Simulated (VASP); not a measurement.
Set up this calculation in VASP 6.6.1, as the native input.

| Property | Result |
| --- | --- |
| Task | single point |
| Functional | PBEsol |
| Potentials or basis | VASP PAW PBE potentials, release 64 (C) |
| Cutoff | 600 eV |
| k mesh | 18 × 18 × 6 |
| Occupations | gaussian, width 0.15 eV |
| Spin | no spin polarisation |
| Dipole correction | no |
| Further INCAR settings | ALGO = Normal; EDIFF = 1e-06; NBANDS = 16 |

The structure of C lies in POSCAR:

```
C
1.0
    1.2294745828     -2.1290849001      0.0000000000
    1.2294745828      2.1290849001      0.0000000000
    0.0000000000      0.0000000000      7.3778161753
C
4
Direct
   -0.0206251888      0.8127315052      0.7498447213
    0.6872684948      0.5206251888      0.2501552787
    1.0206251888      0.1872684948      0.2501552787
    0.3127315052      0.4793748112      0.7498447213
```

These files were run (other wordings do the same):

INCAR

```
SYSTEM = C
PREC     = Accurate       ! precision mode
ENCUT    = 600            ! plane-wave cutoff, eV
EDIFF    = 1E-6           ! SCF threshold, eV
ISMEAR   = 0              ! smearing method
SIGMA    = 0.15           ! smearing width, eV
LREAL    = .False.        ! projectors in reciprocal space
LASPH    = .True.         ! aspherical terms in the spheres
NELM     = 120            ! most SCF steps
ALGO     = Normal         ! electronic algorithm
ISIF     = 2              ! what is computed and relaxed
LWAVE    = .False.        ! write WAVECAR
LCHARG   = .False.        ! write CHGCAR
GGA      = PS             ! functional
NBANDS   = 16             ! bands
GGA_COMPAT= .False.
```

KPOINTS

```
Automatic mesh
0
Gamma
  18 18 6
  0 0 0
```

Potentials or basis: VASP PAW PBE potentials, release 64 (C).

Command:

```console
$ cat potpaw_PBE.64/C/POTCAR > POTCAR
$ mpirun -np 1 vasp_std > vasp.out
```

It gave:

```yaml
Pressure: 0.3 GPa
Largest_force: 0.008 eV/Å
```

Caveat: this functional lacks dispersion, which binds the layers, so the pressure and a relaxed spacing across them are unreliable; the PAW data sets were made with another functional, which shifts forces and pressure a little.

Wall time 8.6 min on 1 thread of Intel Xeon 8259CL (shared host), peak memory 0.38 GiB.
